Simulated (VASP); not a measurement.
# SiNi2 (P6_3/mmc) in VASP: single point with BLYP

Aim: the single point of SiNi2 with BLYP.

Program: VASP 6.6.1. These are calculated values, not measurements. Logs are shortened: lines on timing, memory, paths and dates and some standing lists are left out, and cuts for length are marked.

### 1 The cell of the first run

The structure is hexagonal, space group P6_3/mmc (No. 194). Conventional cell: a = 3.836 Å, b = 3.836 Å, c = 4.948 Å, α = 90.00°, β = 90.00°, γ = 120.00°. Within 2.9 Å of Ni (site symmetry -6m2) lie 5 Si at 2.21 to 2.47 Å and 6 Ni at 2.54 Å. Within 3.3 Å of Ni (site symmetry -3m) lie 8 Ni at 2.47 to 2.54 Å and 6 Si at 2.54 Å. Si (site symmetry -6m2) has 11 Ni at 2.21 to 2.54 Å within 2.9 Å.

### 2 Single point, BLYP, collinear spin, ferromagnetic start

INCAR reads:

```
PREC = Accurate
ENCUT = 690
EDIFF = 1E-6
ISMEAR = -1
SIGMA = 0.05
LREAL = False
LASPH = True
NELM = 200
ALGO = Normal
ISIF = 2
LWAVE = False
LCHARG = True
ISPIN = 2
MAGMOM = 1 1 1 1 0 0
LORBIT = 11
LMAXMIX = 4
GGA = B5
ALDAX = 1.0
AGGAX = 1.0
AGGAC = 1.0
ALDAC = 0.0
LELF = True
LVHAR = True
NBANDS = 53
GGA_COMPAT = False
```

KPOINTS reads:

```
Automatic mesh
0
Gamma
  8 8 6
```

POSCAR reads:

```
SiNi2
1.0
    3.8360000000      0.0000000000      0.0000000000
   -1.9180000000      3.3220734489      0.0000000000
    0.0000000000      0.0000000000      4.9480000000
Ni Si
4 2
Direct
    0.6666666667      0.3333333333      0.7500000000
    0.3333333333      0.6666666667      0.2500000000
    0.0000000000      0.0000000000      0.5000000000
    0.0000000000      0.0000000000      0.0000000000
    0.6666666667      0.3333333333      0.2500000000
    0.3333333333      0.6666666667      0.7500000000
```

Potentials or basis: VASP PAW PBE potentials, release 64 (Ni_sv_GW, Si).

Run with:

```bash
$ cat potpaw_PBE.64/Ni_sv_GW/POTCAR potpaw_PBE.64/Si/POTCAR > POTCAR
$ mpirun -np 1 vasp_std > vasp.out
```

OUTCAR:

```text
PREC = Accurate
   ENCUT = 690
   EDIFF = 1E-6
   ISMEAR = -1
   LREAL = False
   LASPH = True
   NELM = 200
   ISIF = 2
   ISPIN = 2
   LORBIT = 11
   GGA = B5

 ion  position               nearest neighbor table
   1  0.667  0.333  0.750-   6 2.21   6 2.21   6 2.21   5 2.47   5 2.47   3 2.54   4 2.54   3 2.54
                             4 2.54   3 2.54   4 2.54
   2  0.333  0.667  0.250-   5 2.21   5 2.21   5 2.21   6 2.47   6 2.47   3 2.54   4 2.54   4 2.54
                             3 2.54   4 2.54   3 2.54
   3  0.000  0.000  0.500-   4 2.47   4 2.47   1 2.54   5 2.54   6 2.54   2 2.54   2 2.54   6 2.54
                             1 2.54   5 2.54   1 2.54   5 2.54   2 2.54   6 2.54
   4  0.000  0.000  0.000-   3 2.47   3 2.47   1 2.54   5 2.54   6 2.54   2 2.54   2 2.54   6 2.54
                             1 2.54   5 2.54   1 2.54   5 2.54   2 2.54   6 2.54
   5  0.667  0.333  0.250-   2 2.21   2 2.21   2 2.21   1 2.47   1 2.47   3 2.54   4 2.54   3 2.54
                             4 2.54   3 2.54   4 2.54
   6  0.333  0.667  0.750-   1 2.21   1 2.21   1 2.21   2 2.47   2 2.47   3 2.54   4 2.54   4 2.54
                             3 2.54   4 2.54   3 2.54

  LATTYP: Found a hexagonal cell.
 ALAT       =     3.8360000000
 C/A-ratio  =     1.2898852972

  Lattice vectors:

 A1 = (   3.8360000000,   0.0000000000,   0.0000000000)
 A2 = (  -1.9180000000,   3.3220734489,   0.0000000000)
 A3 = (   0.0000000000,   0.0000000000,   4.9480000000)

Analysis of symmetry for initial positions (statically):
=====================================================================
 Subroutine PRICEL returns:
 Original cell was already a primitive cell.

 Routine SETGRP: Setting up the symmetry group for a
 hexagonal supercell.

 Subroutine GETGRP returns: Found 24 space group operations
 (whereof 12 operations were pure point group operations)
 out of a pool of 24 trial point group operations.

The static configuration has the point symmetry D_3d.
 The point group associated with its full space group is D_6h.

Analysis of symmetry for dynamics (positions and initial velocities):
=====================================================================
 Subroutine PRICEL returns:
 Original cell was already a primitive cell.

 Routine SETGRP: Setting up the symmetry group for a
 hexagonal supercell.

 Subroutine GETGRP returns: Found 24 space group operations
 (whereof 12 operations were pure point group operations)
 out of a pool of 24 trial point group operations.

The dynamic configuration has the point symmetry D_3d.
 The point group associated with its full space group is D_6h.

Analysis of structural, dynamic, and magnetic symmetry:
=====================================================================
 Subroutine PRICEL returns:
 Original cell was already a primitive cell.

 Routine SETGRP: Setting up the symmetry group for a
 hexagonal supercell.

 Subroutine GETGRP returns: Found 24 space group operations
 (whereof 12 operations were pure point group operations)
 out of a pool of 24 trial point group operations.

The overall configuration has the point symmetry D_3d.
 The point group associated with its full space group is D_6h.

 Subroutine INISYM returns: Found 24 space group operations
 (whereof 12 operations are pure point group operations),
 and found     1 'primitive' translations

----------------------------------------------------------------------------------------

                                     Primitive cell

  volume of cell :      63.0547

  direct lattice vectors                    reciprocal lattice vectors
     3.836000000  0.000000000  0.000000000     0.260688217  0.150508412  0.000000000
    -1.918000000  3.322073449  0.000000000     0.000000000  0.301016824  0.000000000
     0.000000000  0.000000000  4.948000000     0.000000000  0.000000000  0.202101859

  length of vectors
     3.836000000  3.836000000  4.948000000     0.301016824  0.301016824  0.202101859

  position of ions in fractional coordinates (direct lattice)
     0.666666667  0.333333333  0.750000000
     0.333333333  0.666666667  0.250000000
     0.000000000  0.000000000  0.500000000
     0.000000000  0.000000000  0.000000000
     0.666666667  0.333333333  0.250000000
     0.333333333  0.666666667  0.750000000

  ion indices of the primitive-cell ions
   primitive index   ion index
                 1           1
                 2           2
                 3           3
                 4           4
                 5           5
                 6           6

----------------------------------------------------------------------------------------

 KPOINTS: Automatic mesh

Automatic generation of k-mesh.
 Grid dimensions read from file:
 generate k-points for:    8    8    6

 Generating k-lattice:

  Cartesian coordinates                     Fractional coordinates (reciprocal lattice)
     0.032586027  0.018813552  0.000000000     0.125000000 -0.000000000  0.000000000
     0.000000000  0.037627103  0.000000000     0.000000000  0.125000000  0.000000000
     0.000000000  0.000000000  0.033683643     0.000000000  0.000000000  0.166666667

  Length of vectors
     0.037627103  0.037627103  0.033683643

  Shift w.r.t. Gamma in fractional coordinates (k-lattice)
     0.000000000  0.000000000  0.000000000

 Subroutine IBZKPT returns following result:
 ===========================================

 Found     40 irreducible k-points:

 Following reciprocal coordinates:
            Coordinates               Weight
  0.000000  0.000000  0.000000      1.000000
  0.125000  0.000000  0.000000      6.000000
  0.250000  0.000000  0.000000      6.000000
  0.375000  0.000000  0.000000      6.000000
  0.500000  0.000000  0.000000      3.000000
  0.125000  0.125000  0.000000      6.000000
[... 16 lines left out ...]
  0.250000  0.000000  0.333333     12.000000
  0.375000  0.000000  0.333333     12.000000
 [... further k-points ...]
   k-points           NKPTS =     40   k-points in BZ     NKDIM =     40   number of bands    NBANDS=     53
   number of dos      NEDOS =    301   number of ions     NIONS =      6
   total plane-waves  NPLWV =  54432
   dimension x,y,z NGX =    36 NGY =   36 NGZ =   42
   dimension x,y,z NGXF=    72 NGYF=   72 NGZF=   84
   ions per type =               4   2
   NGX,Y,Z   is equivalent  to a cutoff of  15.60, 15.60, 14.11 a.u.
   NGXF,Y,Z  is equivalent  to a cutoff of  31.20, 31.20, 28.22 a.u.
 SYSTEM =  unknown system
   PREC   = accura    normal or accurate (medium, high low for compatibility)
   ISTART =      0    job   : 0-new  1-cont  2-samecut
   ICHARG =      2    charge: 1-file 2-atom 10-const
   ISPIN  =      2    spin polarized calculation?
   LNONCOLLINEAR =      F non collinear calculations
   LSORBIT =      F    spin-orbit coupling
   LASPH  =      T    aspherical Exc in radial PAW
   ENCUT  =  690.0 eV  50.71 Ry    7.12 a.u.   8.22  8.22 10.60*2*pi/ulx,y,z
   NELM   =    200;   NELMIN=  2; NELMDL= -5     # of ELM steps
   EDIFF  = 0.1E-05   stopping-criterion for ELM
   LREAL  =      F    real-space projection
   EDIFFG = 0.1E-04   stopping-criterion for IOM
   NSW    =      0    number of steps for IOM
   IBRION =     -1    ionic relax: 0-MD 1-quasi-New 2-CG
   NFREE  =      0    steps in history (QN), initial steepest desc. (CG)
   ISIF   =      2    stress and relaxation
   ISYM   =      2    0-nonsym 1-usesym 2-fastsym
   POTIM  = 0.5000    time-step for ionic-motion
   TEBEG  =    0.0;   TEEND  =   0.0 temperature during run
   PSTRESS=    0.0 pullay stress
   NELECT =      80.0000    total number of electrons
   NUPDOWN=      -1.0000    fix difference up-down
   EMIN   =  10.00;   EMAX   =-10.00  energy-range for DOS
   EFERMI =   0.00;   METHOD = LEGACY
   ISMEAR =    -1;   SIGMA  =   0.05  broadening in eV -4-tet -1-fermi 0-gaus
   EFERMI_NEDOS =   21; number of points for ismear=-14 and -15
   IALGO  =     38    algorithm
   IMIX   =      4    mixing-type and parameters
     AMIX     =   0.40;   BMIX     =  1.00
     AMIX_MAG =   1.60;   BMIX_MAG =  1.00
  volume/ion in A,a.u.               =      10.51        70.92
  Fermi-wavevector in a.u.,A,eV,Ry     =   1.772280  3.349123 42.735575  3.140976
  Thomas-Fermi vector in A             =   2.838704
   LORBIT       =     11    0 simple, 1 ext, 2 COOP (PROOUT), +10 PAW based schemes
   GGA     = B5    functional components
   LHFCALC =     F    Hartree Fock is set to
   AEXX    =    0.0000 exact exchange contribution
   IVDW    =     0    specifies the selected vdW correction
   LEPSILON=     F    determine dielectric tensor
   LRPA    =     F    only Hartree local field effects (RPA)
 spin polarized calculation
  energy-cutoff  :      690.00
  volume of cell :       63.05
 maximum number of plane-waves:      2631
 NGX is ok and might be reduce to    36
   NGX = 17   NGY = 17   NGZ = 21

 number of electron      79.9999917 magnetization      -0.0466746

 number of electron      79.9999918 magnetization       0.0007827

 Free energy of the ion-electron system (eV)
  ---------------------------------------------------
  ext. energy  EPLUGINS =         0.00000000
  ---------------------------------------------------
  free energy    TOTEN  =       -33.17508779 eV

  energy without entropy =      -33.14397746  energy(sigma->0) =      -33.15953263

 E-fermi :  11.1283     XC(G=0): -12.9745

 val. band max:       11.1213305835   @ k =   0.2500   0.0000   0.0000
 cond. band min:      11.1323380319   @ k =   0.1250   0.0000   0.0000
 fundamental gap:      0.0110074484
 Fermi energy:        11.1282635434

 spin component 1

 k-point     1 :       0.0000    0.0000    0.0000
  band No.  band energies     occupation
      1     -92.0362      1.00000
      2     -92.0351      1.00000
      3     -91.7450      1.00000
      4     -91.7334      1.00000
      5     -52.7912      1.00000
      6     -52.7912      1.00000
[... 44 lines left out ...]
     51      20.6334      0.00000
     52      20.7128      0.00000
[... 1263 lines left out ...]
     51      21.3725      0.00000
     52      22.0288      0.00000

 [... further k-points ...]

 spin component 2

 k-point     1 :       0.0000    0.0000    0.0000
  band No.  band energies     occupation
      1     -92.0360      1.00000
      2     -92.0350      1.00000
      3     -91.7447      1.00000
      4     -91.7331      1.00000
      5     -52.7910      1.00000
      6     -52.7910      1.00000
[... 44 lines left out ...]
     51      20.6334      0.00000
     52      20.7077      0.00000
[... 1263 lines left out ...]
     51      21.3721      0.00000
     52      22.0321      0.00000

 [... further k-points ...]

 [bands above 52 left out]

------------------------ aborting loop because EDIFF is reached ----------------------------------------

  FORCE on cell =-STRESS in cart. coord.  units (eV):
  Direction    XX          YY          ZZ          XY          YZ          ZX
  --------------------------------------------------------------------------------------
  -------------------------------------------------------------------------------------
  Total        8.6785533      8.6785533      7.4060392      0.0000000      0.0000000      0.0000000
  in kB      220.5161485    220.5161485    188.1824298      0.0000000      0.0000000      0.0000000
  external PRESSURE =     209.7382423 kB  Pullay stress =       0.0000000 kB

 VOLUME and BASIS-vectors are now :
 -----------------------------------------------------------------------------
  energy-cutoff  :      690.00
  volume of cell :       63.05
      direct lattice vectors                 reciprocal lattice vectors
     3.836000000  0.000000000  0.000000000     0.260688217  0.150508412  0.000000000
    -1.918000000  3.322073449  0.000000000     0.000000000  0.301016824  0.000000000
     0.000000000  0.000000000  4.948000000     0.000000000  0.000000000  0.202101859

 POSITION                                       TOTAL-FORCE (eV/Angst)
 -----------------------------------------------------------------------------------
      1.91800      1.10736      3.71100         0.000000      0.000000      0.000000
     -0.00000      2.21472      1.23700         0.000000     -0.000000      0.000000
      0.00000      0.00000      2.47400        -0.000000     -0.000000      0.000000
      0.00000      0.00000      0.00000        -0.000000     -0.000000      0.000000
      1.91800      1.10736      1.23700        -0.000000     -0.000000      0.000000
     -0.00000      2.21472      3.71100         0.000000      0.000000      0.000000
 -----------------------------------------------------------------------------------
    total drift:                               -0.000000      0.000000      0.000000

  FREE ENERGIE OF THE ION-ELECTRON SYSTEM (eV)
  ---------------------------------------------------
  free  energy   TOTEN  =       -33.1750877909 eV

  energy  without entropy=      -33.1439774634  energy(sigma->0) =      -33.15953263

 total charge

# of ion       s       p       d       f       tot
--------------------------------------------------
    1        2.253   6.384   7.975   0.005  16.618
    2        2.253   6.384   7.975   0.005  16.618
    3        2.208   6.327   7.941   0.005  16.480
    4        2.208   6.327   7.941   0.005  16.480
    5        0.735   0.907   0.000   0.000   1.641
    6        0.735   0.907   0.000   0.000   1.641
--------------------------------------------------
tot         10.391  27.234  31.833   0.020  69.478

 magnetization (x)

# of ion       s       p       d       f       tot
--------------------------------------------------
    1       -0.000  -0.000   0.000  -0.000   0.000
    2       -0.000  -0.000   0.000  -0.000   0.000
    3        0.000   0.000   0.000   0.000   0.000
    4        0.000   0.000   0.000   0.000   0.000
    5        0.000   0.000   0.000   0.000   0.000
    6        0.000   0.000   0.000   0.000   0.000
--------------------------------------------------
tot          0.000   0.000   0.000   0.000   0.000
```

Wall time 8.7 min (1 thread of Intel Xeon Platinum 8488C (Sapphire Rapids), shared host); peak memory 0.47 GiB.

Results:

```
Free energy                                           : -33.1751 eV
Pressure                                              : 21.0 GPa
Band gap on the k mesh                                : zero (filled and empty bands overlap)
Net moment                                            : 0.00 μB per cell
Valence electrons inside the program's atomic spheres : Ni 16.62, 16.48 (each value once); Si 1.64
```

Stress tensor (GPa, compression positive):
```
22.05  0.00  0.00
 0.00 22.05  0.00
 0.00  0.00 18.82
```

Caveat: the cell stands under pressure; the moments typed at the start vanished in this run; the PAW data sets were made with another functional, which shifts forces and pressure a little.
